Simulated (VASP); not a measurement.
Here is a VASP 6.6.1 calculation.

The input INCAR:

```
PREC = Accurate
ENCUT = 600
EDIFF = 1E-7
ISMEAR = 0
SIGMA = 0.02
LREAL = F
LASPH = T
NELM = 120
ALGO = Normal
ISIF = 3
LWAVE = F
LCHARG = F
GGA = PE
IBRION = 2
NSW = 100
EDIFFG = -0.01
GGA_COMPAT = F
NELMIN = 4
```

The input KPOINTS:

```
regular mesh
0
Gamma
  4 4 4
```

POSCAR

```
Be3ZnSe4
1.0
    5.3199646339      0.0000000000      0.0000000000
    0.0000000000      5.3199646339      0.0000000000
    0.0000000000      0.0000000000      5.3199646339
Be Zn Se
3 1 4
Direct
    0.5000000000      0.0000000000      0.5000000000
    0.5000000000      0.5000000000      0.0000000000
    0.0000000000      0.5000000000      0.5000000000
    0.0000000000      0.0000000000      0.0000000000
    0.2627674017      0.7372325983      0.7372325983
    0.2627674017      0.2627674017      0.2627674017
    0.7372325983      0.7372325983      0.2627674017
    0.7372325983      0.2627674017      0.7372325983
```

Potentials or basis: VASP PAW PBE potentials, release 64 (Be, Zn, Se).

The run is started by

```bash
$ cat potpaw_PBE.64/Be/POTCAR potpaw_PBE.64/Zn/POTCAR potpaw_PBE.64/Se/POTCAR > POTCAR
$ mpirun -np 1 vasp_std > vasp.out
```

(1) Estimate the space group after relaxing (to 0.05 Å).

(2) What does it give for the relaxed volume?

(3) What does it give for the relaxed cell?

Answers

(1) P-43m (No. 215).

(2) 18.89 Å³/atom.

(3) a = 5.326 Å, b = 5.326 Å, c = 5.326 Å, α = 90.00°, β = 90.00°, γ = 90.00°.
